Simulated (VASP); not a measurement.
Here is a VASP 6.6.1 calculation.

File INCAR:

```
SYSTEM = H6C2O
ALGO     = Normal         ! electronic algorithm
EDIFF    = 1E-7           ! SCF threshold, eV
ENCUT    = 520            ! plane-wave cutoff, eV
GGA      = PE             ! functional
ISIF     = 2              ! what is computed and relaxed
ISMEAR   = -1             ! smearing method
IVDW     = 12             ! dispersion correction
LASPH    = .TRUE.         ! aspherical terms in the spheres
LCHARG   = .FALSE.        ! write CHGCAR
LREAL    = Auto         
LWAVE    = .FALSE.        ! write WAVECAR
NBANDS   = 64             ! bands
NELM     = 80             ! most SCF steps
PREC     = Accurate       ! precision mode
SIGMA    = 0.02           ! smearing width, eV
```

Contents of KPOINTS:

```
k-points
0
G
  1 1 1
  0 0 0
```

Contents of POSCAR:

```
H6C2O
1.0
    7.2936330000      0.0000000000      0.0000000000
    0.0000000000      7.2936330000      0.0000000000
    0.0000000000      0.0000000000      7.2936330000
C O H
8 4 24
Direct
    0.5183562156      0.7441421854      0.0482338500
    0.4140186379      0.5728146727      0.0701982126
    0.7945834401      0.6961002836      0.4531075254
    0.9047754391      0.8332061676      0.5567047314
    0.4484870571      0.1387374440      0.5498083054
    0.4858484105      0.1005397447      0.7402620889
    0.9562038562      0.3392136676     -0.0696223679
    0.9063521567      0.2516989818      0.1162795002
    0.4914149094      0.3888185764      0.1563144183
    0.9740961740      0.9799094635      0.4487475583
    0.5519060254      0.2605011796      0.8396501442
    1.0889360625      0.1684619997      0.1781828068
    0.3803454328      0.3501958489      0.2187387273
    0.2947502294      0.5920232071      0.1518036348
    0.3750531457      0.5338766017     -0.0614645678
    0.4314310852      0.8086779250     -0.0488234053
    0.5278713640      0.8342893041      0.1621414184
    0.6509650266      0.7414823312      0.0016452706
    0.9319361147      1.0997674273      0.4982016507
    0.8396912759      0.8911608248      0.6671435209
    1.0298297159      0.7628022962      0.5914199412
    0.8105151438      0.5760915034      0.5378252511
    0.6525554549      0.7414411995      0.4116467061
    0.8714449987      0.6537894078      0.3142603967
    0.4754420739      0.2560863701      0.9355694206
    0.3515257760      0.0411454758      0.8057164379
    0.5828782446     -0.0058681318      0.7468980137
    0.3414210723      0.0411454758      0.5032060154
    0.3761499927      0.2663967326      0.5095951496
    0.5421989288      0.1403004511      0.4316778758
    1.0472695843      0.0530873983      0.2455017959
    0.8653849186      0.3686914327      0.2062346707
    0.8093223226      0.1428780417      0.1093145213
    0.8299567582      0.3781928704     -0.1546280160
    1.0609801727      0.4364080288     -0.0281889697
    1.0383851230      0.2029029977     -0.1454967641
```

Potentials or basis: VASP PAW PBE potentials, release 64 (C, O, H).

Command:

```sh
$ cat potpaw_PBE.64/C/POTCAR potpaw_PBE.64/O/POTCAR potpaw_PBE.64/H/POTCAR > POTCAR
$ mpirun -np 1 vasp_gam > vasp.out
```

Question: Estimate the largest force.

Answer: 5.373 eV/Å.

Question: Estimate the band gap on the k mesh.

Answer: 4.41 eV.

Forces in eV/Å, atoms in the order of the input:
```
C   -1.047 -0.050  1.282
C    0.910 -2.432  1.778
C    0.339 -0.128 -2.674
C    1.655 -0.648 -2.221
C   -2.407  0.428 -3.876
C   -1.263  0.818  1.297
C    0.101 -3.676 -1.078
C    2.512  1.003 -0.319
O   -0.377  2.396 -0.359
O   -0.474  1.813 -0.167
O    2.226 -1.331 -4.629
O   -1.877 -0.289  0.159
H   -0.118 -0.451  0.248
H   -1.034  0.549  0.521
H   -0.642 -0.865 -1.844
H   -0.402  1.055 -0.987
H   -0.313  0.568  1.314
H    2.515 -0.669 -1.434
H    0.349 -0.918 -0.423
H   -1.294  0.650  2.417
H    0.526 -0.530  0.996
H   -0.968 -0.845  0.202
H    0.779 -0.595  0.613
H   -0.992  0.779  1.851
H   -2.484  0.701  4.712
H    1.414  0.949 -0.412
H    1.278 -1.343  0.409
H    0.244 -0.183 -0.014
H   -0.073  0.245  1.097
H    1.144 -0.444  0.734
H    0.693  1.280 -0.364
H   -0.045 -0.840  0.178
H   -0.921 -0.510 -0.005
H    1.413  0.058  0.878
H    0.074  0.655 -0.810
H   -1.442  2.803  0.930
```

Caveat: the k points lie up to 0.86 Å⁻¹ apart.
